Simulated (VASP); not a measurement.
Input of a VASP 6.6.1 run:

File INCAR:

```
SYSTEM = SiAgF5
PREC = Accurate
ENCUT = 520
EDIFF = 1E-7
ISMEAR = -1
SIGMA = 0.1
LREAL = .FALSE.
LASPH = .TRUE.
NELM = 100
ALGO = Normal
ISIF = 2
LWAVE = .FALSE.
LCHARG = .FALSE.
GGA = PE
NBANDS = 63
```

Contents of KPOINTS:

```
Automatic mesh
0
G
  4 4 6
  0 0 0
```

POSCAR

```
SiAgF5
1.0
    6.9180940000      0.0000000000      0.0000000000
    0.0000000000      6.9180940000      0.0000000000
    0.0000000000      0.0000000000      4.1424920000
F Ag Si
10 2 2
Direct
    0.3136000000      0.5914000000      0.1984000000
    0.9086000000      0.3136000000      0.1984000000
    0.1864000000      0.9086000000      0.1984000000
    0.5914000000      0.1864000000      0.1984000000
    0.6864000000      0.4086000000      0.8016000000
    0.0914000000      0.6864000000      0.8016000000
    0.8136000000      0.0914000000      0.8016000000
    0.4086000000      0.8136000000      0.8016000000
    0.2500000000      0.2500000000      0.6934000000
    0.7500000000      0.7500000000      0.3066000000
    0.2500000000      0.2500000000      0.1923600000
    0.7500000000      0.7500000000      0.8076400000
    0.2500000000      0.7500000000      0.0000000000
    0.7500000000      0.2500000000      0.0000000000
```

Potentials or basis: VASP PAW PBE potentials, release 64 (F, Ag, Si).

The run is started by

```console
$ cat potpaw_PBE.64/F/POTCAR potpaw_PBE.64/Ag/POTCAR potpaw_PBE.64/Si/POTCAR > POTCAR
$ mpirun -np 1 vasp_std > vasp.out
```

What does it give for the largest force?

7.847 eV/Å.

What does it give for the pressure?

34.9 GPa.

Estimate the band gap on the k mesh.

1.62 eV (least direct gap 3.07 eV).

Stress tensor (GPa, compression positive):
```
35.29  0.00  0.00
 0.00 35.29  0.00
 0.00  0.00 34.03
```

Caveat: the cell stands under pressure; forces of over 1 eV/Å act on the atoms, so gaps and moduli don't describe the material at rest. A k mesh can miss the band edges.
